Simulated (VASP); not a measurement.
A run of VASP 6.6.1 is set up as follows.

Contents of INCAR:

```
SYSTEM = Al13Ga3As16
  PREC = Accurate
  ENCUT = 500
  EDIFF = 1E-7
  ISMEAR = -1
  SIGMA = 0.05
  LREAL = Auto
  LASPH = .TRUE.
  NELM = 120
  ALGO = Normal
  ISIF = 8
  LWAVE = .FALSE.
  LCHARG = .FALSE.
  GGA = PS
  IBRION = 2
  NSW = 100
  EDIFFG = -0.03
  GGA_COMPAT = .FALSE.
  NELMIN = 4
  ISYM = -1
  KPAR = 1
```

Contents of KPOINTS:

```
explicit points
1
Reciprocal
  0.50000000   0.50000000   0.50000000 1
```

Contents of POSCAR:

```
Al13Ga3As16
1.0
    0.0000000000     11.3428400000     11.3428400000
   11.3428400000      0.0000000000     11.3428400000
   11.3428400000     11.3428400000      0.0000000000
Ga Al As
12 52 64
Direct
    0.0005650000      0.0001440000      0.9991070000
    0.7484540000      0.2497220000      0.7517090000
    0.7508380000      0.2472270000      0.5017810000
    0.7482370000      0.7506320000      0.4998020000
    0.2496390000      0.0015860000      0.2494780000
    0.4975970000      0.2516190000      0.9999380000
[... 120 lines left out ...]
    0.0635610000      0.8128030000      0.8094830000
    0.5608260000      0.8120970000      0.8134870000
```

Potentials or basis: VASP PAW PBE potentials, release 64 (Ga_d, Al, As).

The run is started by

```sh
$ cat potpaw_PBE.64/Ga_d/POTCAR potpaw_PBE.64/Al/POTCAR potpaw_PBE.64/As/POTCAR > POTCAR
$ mpirun -np 8 vasp_std > vasp.out
```

**Question.** What does it give for the band gap on the k mesh?

**Answer.** 1.80 eV.

**Question.** What does it give for the relaxed volume?

**Answer.** 22.88 Å³/atom.

Stress tensor (GPa, compression positive):
```
 0.01 -0.66 -0.65
-0.66  0.01 -0.66
-0.65 -0.66  0.01
```

Caveat: the PAW data sets were made with another functional, which shifts forces and pressure a little; a shifted mesh leaves out Γ, where band edges can lie. A k mesh can miss the band edges.
